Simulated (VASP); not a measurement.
# Ru (P6_3/mmc) in VASP: notebook

Ru is run at these levels: r2SCAN; tasks: single point.

Everything below comes from runs of VASP 6.6.1. Logs are shortened: lines on timing, memory, paths and dates and some standing lists are left out, and cuts for length are marked.

## 1. The cell of the first run

The structure is hexagonal, space group P6_3/mmc (No. 194). Conventional cell: a = 2.689 Å, b = 2.689 Å, c = 4.250 Å, α = 90.00°, β = 90.00°, γ = 120.00°. Within 3.5 Å of Ru (site symmetry -6m2) lie 12 Ru at 2.63 to 2.69 Å.

## 2. Single point, r2SCAN

File POSCAR:

```
Ru
1.0
    2.6886619298      0.0000000000      0.0000000000
   -1.3443309649      2.3284495334      0.0000000000
    0.0000000000      0.0000000000      4.2496626323
Ru
2
Direct
    0.6666666667      0.3333333333      0.7500000000
    0.3333333333      0.6666666667      0.2500000000
```

File INCAR.step1:

```
SYSTEM = Ru
PREC = Accurate
ENCUT = 520
ISMEAR = -1
SIGMA = 0.05
LREAL = .FALSE.
LASPH = .TRUE.
NELM = 60
NBANDS = 21
GGA = PE
ALGO = Normal
EDIFF = 1E-4
LWAVE = .TRUE.
LCHARG = .FALSE.
```

File INCAR.step2:

```
SYSTEM = Ru
PREC = Accurate
ENCUT = 520
EDIFF = 1E-6
ISMEAR = -1
SIGMA = 0.05
LREAL = .FALSE.
LASPH = .TRUE.
NELM = 60
ALGO = Normal
ISIF = 2
LWAVE = .FALSE.
LCHARG = .FALSE.
METAGGA = R2SCAN
LMIXTAU = .TRUE.
NBANDS = 21
ISTART = 1
```

File KPOINTS:

```
Automatic mesh
0
G
  11 11 6
  0 0 0
```

Potentials or basis: VASP PAW PBE potentials, release 64 (Ru_pv).

On the command line:

```sh
$ cat potpaw_PBE.64/Ru_pv/POTCAR > POTCAR
$ cp INCAR.step1 INCAR
$ mpirun -np 1 vasp_std > vasp.out
$ cp INCAR.step2 INCAR
$ mpirun -np 1 vasp_std > vasp.out
```

OUTCAR:

```text
SYSTEM = Ru
   PREC = Accurate
   ENCUT = 520
   EDIFF = 1E-6
   ISMEAR = -1
   LREAL = .FALSE.
   LASPH = .TRUE.
   NELM = 60
   ISIF = 2
   METAGGA = R2SCAN
   ISTART = 1

 ion  position               nearest neighbor table
   1  0.667  0.333  0.750-   2 2.63   2 2.63   2 2.63   2 2.63   2 2.63   2 2.63
   2  0.333  0.667  0.250-   1 2.63   1 2.63   1 2.63   1 2.63   1 2.63   1 2.63

  LATTYP: Found a hexagonal cell.
 ALAT       =     2.6886619298
 C/A-ratio  =     1.5805864565

  Lattice vectors:

 A1 = (   2.6886619298,   0.0000000000,   0.0000000000)
 A2 = (  -1.3443309649,   2.3284495334,   0.0000000000)
 A3 = (   0.0000000000,   0.0000000000,   4.2496626323)

Analysis of symmetry for initial positions (statically):
=====================================================================
 Subroutine PRICEL returns:
 Original cell was already a primitive cell.

 Routine SETGRP: Setting up the symmetry group for a
 hexagonal supercell.

 Subroutine GETGRP returns: Found 24 space group operations
 (whereof 12 operations were pure point group operations)
 out of a pool of 24 trial point group operations.

The static configuration has the point symmetry D_3d.
 The point group associated with its full space group is D_6h.

Analysis of symmetry for dynamics (positions and initial velocities):
=====================================================================
 Subroutine PRICEL returns:
 Original cell was already a primitive cell.

 Routine SETGRP: Setting up the symmetry group for a
 hexagonal supercell.

 Subroutine GETGRP returns: Found 24 space group operations
 (whereof 12 operations were pure point group operations)
 out of a pool of 24 trial point group operations.

The dynamic configuration has the point symmetry D_3d.
 The point group associated with its full space group is D_6h.

 Subroutine INISYM returns: Found 24 space group operations
 (whereof 12 operations are pure point group operations),
 and found     1 'primitive' translations

----------------------------------------------------------------------------------------

[... 82 lines left out ...]
 SYSTEM =  Ru
   PREC   = accura    normal or accurate (medium, high low for compatibility)
   ISTART =      1    job   : 0-new  1-cont  2-samecut
   ICHARG =      0    charge: 1-file 2-atom 10-const
   ISPIN  =      1    spin polarized calculation?
   LNONCOLLINEAR =      F non collinear calculations
   LSORBIT =      F    spin-orbit coupling
   LASPH  =      T    aspherical Exc in radial PAW
   ENCUT  =  520.0 eV  38.22 Ry    6.18 a.u.   5.00  5.00  7.90*2*pi/ulx,y,z
   NELM   =     60;   NELMIN=  2; NELMDL=  0     # of ELM steps
   EDIFF  = 0.1E-05   stopping-criterion for ELM
   LREAL  =      F    real-space projection
   EDIFFG = 0.1E-04   stopping-criterion for IOM
   NSW    =      0    number of steps for IOM
   IBRION =     -1    ionic relax: 0-MD 1-quasi-New 2-CG
   NFREE  =      0    steps in history (QN), initial steepest desc. (CG)
   ISIF   =      2    stress and relaxation
   ISYM   =      2    0-nonsym 1-usesym 2-fastsym
   POTIM  = 0.5000    time-step for ionic-motion
   TEBEG  =    0.0;   TEEND  =   0.0 temperature during run
   PSTRESS=    0.0 pullay stress
   NELECT =      28.0000    total number of electrons
   NUPDOWN=      -1.0000    fix difference up-down
   EMIN   =  10.00;   EMAX   =-10.00  energy-range for DOS
   EFERMI =   0.00;   METHOD = LEGACY
   ISMEAR =    -1;   SIGMA  =   0.05  broadening in eV -4-tet -1-fermi 0-gaus
   EFERMI_NEDOS =   21; number of points for ismear=-14 and -15
   IALGO  =     38    algorithm
   IMIX   =      4    mixing-type and parameters
     AMIX     =   0.40;   BMIX     =  1.00
     AMIX_MAG =   1.60;   BMIX_MAG =  1.00
  volume/ion in A,a.u.               =      13.30        89.77
  Fermi-wavevector in a.u.,A,eV,Ry     =   1.665233  3.146834 37.728969  2.773001
  Thomas-Fermi vector in A             =   2.751639
   LORBIT       =      0    0 simple, 1 ext, 2 COOP (PROOUT), +10 PAW based schemes
   METAGGA = R2SCAN    functional components
   LHFCALC =     F    Hartree Fock is set to
   AEXX    =    0.0000 exact exchange contribution
   IVDW    =     0    specifies the selected vdW correction
   LEPSILON=     F    determine dielectric tensor
   LRPA    =     F    only Hartree local field effects (RPA)
 non-spin polarized calculation
  energy-cutoff  :      520.00
  volume of cell :       26.60
 maximum number of plane-waves:       733
 NGX is ok and might be reduce to    20
   NGX =  9   NGY =  9   NGZ = 15

 number of electron      27.9999997 magnetization

 Free energy of the ion-electron system (eV)
  ---------------------------------------------------
  ext. energy  EPLUGINS =         0.00000000
  ---------------------------------------------------
  free energy    TOTEN  =       -50.84208142 eV

  energy without entropy =      -50.82652746  energy(sigma->0) =      -50.83430444

 E-fermi :  13.0351     XC(G=0): -15.5533

 val. band max:       13.0104628338   @ k =   0.2727   0.0000   0.0000
 cond. band min:      13.0515056157   @ k =   0.3636   0.0909   0.3333
 fundamental gap:      0.0410427819
 Fermi energy:        13.0351067242

 k-point     1 :       0.0000    0.0000    0.0000
  band No.  band energies     occupation
      1     -32.0657      2.00000
      2     -30.9907      2.00000
      3     -30.9907      2.00000
      4     -30.7948      2.00000
      5     -30.7948      2.00000
      6     -30.7447      2.00000
[... 565 lines left out ...]
     20      21.5213      0.00000
     21      25.6441      0.00000

 [... further k-points ...]

------------------------ aborting loop because EDIFF is reached ----------------------------------------

  FORCE on cell =-STRESS in cart. coord.  units (eV):
  Direction    XX          YY          ZZ          XY          YZ          ZX
  --------------------------------------------------------------------------------------
  -------------------------------------------------------------------------------------
  Total        1.0919131      1.0919131      1.1237005     -0.0000000     -0.0000000      0.0000000
  in kB       65.7568756     65.7568756     67.6711697     -0.0000000     -0.0000000      0.0000000
  external PRESSURE =      66.3949736 kB  Pullay stress =       0.0000000 kB

 VOLUME and BASIS-vectors are now :
 -----------------------------------------------------------------------------
  energy-cutoff  :      520.00
  volume of cell :       26.60
      direct lattice vectors                 reciprocal lattice vectors
     2.688661930  0.000000000  0.000000000     0.371932220  0.214735167  0.000000000
    -1.344330965  2.328449533  0.000000000     0.000000000  0.429470335  0.000000000
     0.000000000  0.000000000  4.249662632     0.000000000  0.000000000  0.235312797

 POSITION                                       TOTAL-FORCE (eV/Angst)
 -----------------------------------------------------------------------------------
      1.34433      0.77615      3.18725         0.000000     -0.000000      0.000000
     -0.00000      1.55230      1.06242        -0.000000      0.000000      0.000000
 -----------------------------------------------------------------------------------
    total drift:                                0.000000     -0.000000      0.000000

  FREE ENERGIE OF THE ION-ELECTRON SYSTEM (eV)
  ---------------------------------------------------
  free  energy   TOTEN  =       -50.8420814165 eV

  energy  without entropy=      -50.8265274609  energy(sigma->0) =      -50.83430444
```

OUTCAR.step1:

```text
SYSTEM = Ru
   PREC = Accurate
   ENCUT = 520
   ISMEAR = -1
   LREAL = .FALSE.
   LASPH = .TRUE.
[... 800 lines left out ...]
      1.34433      0.77615      3.18725         0.000000     -0.000000      0.000000
     -0.00000      1.55230      1.06242        -0.000000      0.000000      0.000000
 -----------------------------------------------------------------------------------
    total drift:                                0.000000     -0.000000      0.000000

  FREE ENERGIE OF THE ION-ELECTRON SYSTEM (eV)
  ---------------------------------------------------
  free  energy   TOTEN  =       -18.4321948198 eV

  energy  without entropy=      -18.4158772642  energy(sigma->0) =      -18.42403604
```

Run time: 2.3 min. Hardware: 1 thread of Intel Xeon 8259CL, shared host; peak memory 0.16 GiB.

What came out:

* Free energy: -50.8421 eV
* Pressure: 6.6 GPa
* Band gap on the k mesh: zero (bands 14 and 15 overlap by 3.31 eV)

Levels at points of the mesh, in eV from the Fermi level:
```csv
k point,band 11,band 12,band 13,band 14,band 15,band 16,band 17,band 18
"(0.00, 0.00, 0.00)",-2.51,-1.99,-1.99,-1.44,-1.44,1.34,1.34,1.46
"(0.00, 0.00, 0.50)",-2.90,-2.90,-2.81,-2.81,0.65,0.65,0.65,0.65
```

Caveat: the cell stands under pressure; an empty level that is flat over the whole mesh can mark a ghost state of the potentials, or a narrow d or f band; the PAW data sets were made with another functional, which shifts forces and pressure a little.

## 3. Single point, r2SCAN

This run uses another cell than the first one, of 13.42 Å³/atom.

File POSCAR:

```
Ru
1.0
    2.6965980795      0.0000000000      0.0000000000
   -1.3482990398      2.3353224407      0.0000000000
    0.0000000000      0.0000000000      4.2605295569
Ru
2
Direct
    0.6666666667      0.3333333333      0.7500000000
    0.3333333333      0.6666666667      0.2500000000
```

File INCAR.step1:

```
SYSTEM = Ru
PREC = Accurate
ENCUT = 520
ISMEAR = -1
SIGMA = 0.05
LREAL = .False.
LASPH = .True.
NELM = 60
NBANDS = 21
GGA = PE
ALGO = Normal
EDIFF = 1E-4
LWAVE = .True.
LCHARG = .False.
```

File INCAR.step2:

```
SYSTEM = Ru
PREC = Accurate
ENCUT = 520
EDIFF = 1E-7
ISMEAR = -1
SIGMA = 0.05
LREAL = .False.
LASPH = .True.
NELM = 60
ALGO = Normal
ISIF = 2
LWAVE = .False.
LCHARG = .False.
METAGGA = R2SCAN
LMIXTAU = .True.
NBANDS = 21
ISTART = 1
```

File KPOINTS:

```
Automatic mesh
0
Gamma
  11 11 6
  0 0 0
```

Potentials or basis: VASP PAW PBE potentials, release 64 (Ru_pv).

On the command line:

```sh
$ cat potpaw_PBE.64/Ru_pv/POTCAR > POTCAR
$ cp INCAR.step1 INCAR
$ mpirun -np 1 vasp_std > vasp.out
$ cp INCAR.step2 INCAR
$ mpirun -np 1 vasp_std > vasp.out
```

Wall time 3.6 min (1 thread of Intel Xeon 8259CL, shared host); peak memory 0.16 GiB.

It converged, with:

```yaml
Free_energy: -50.8494 eV
Pressure: 3.6 GPa
Band_gap_on_the_k_mesh: zero (bands 14 and 15 overlap by 3.27 eV)
```

Stress tensor (GPa, compression positive):
```
3.53 0.00 0.00
0.00 3.53 0.00
0.00 0.00 3.70
```

Levels at points of the mesh, in eV from the Fermi level:
| k point | band 11 | band 12 | band 13 | band 14 | band 15 | band 16 | band 17 | band 18 |
| --- | --- | --- | --- | --- | --- | --- | --- | --- |
| (0.00, 0.00, 0.00) | -2.48 | -1.96 | -1.96 | -1.43 | -1.43 | 1.32 | 1.32 | 1.46 |
| (0.00, 0.00, 0.50) | -2.87 | -2.87 | -2.78 | -2.78 | 0.64 | 0.64 | 0.64 | 0.64 |

Caveat: the cell stands under pressure; an empty level that is flat over the whole mesh can mark a ghost state of the potentials, or a narrow d or f band; the PAW data sets were made with another functional, which shifts forces and pressure a little.
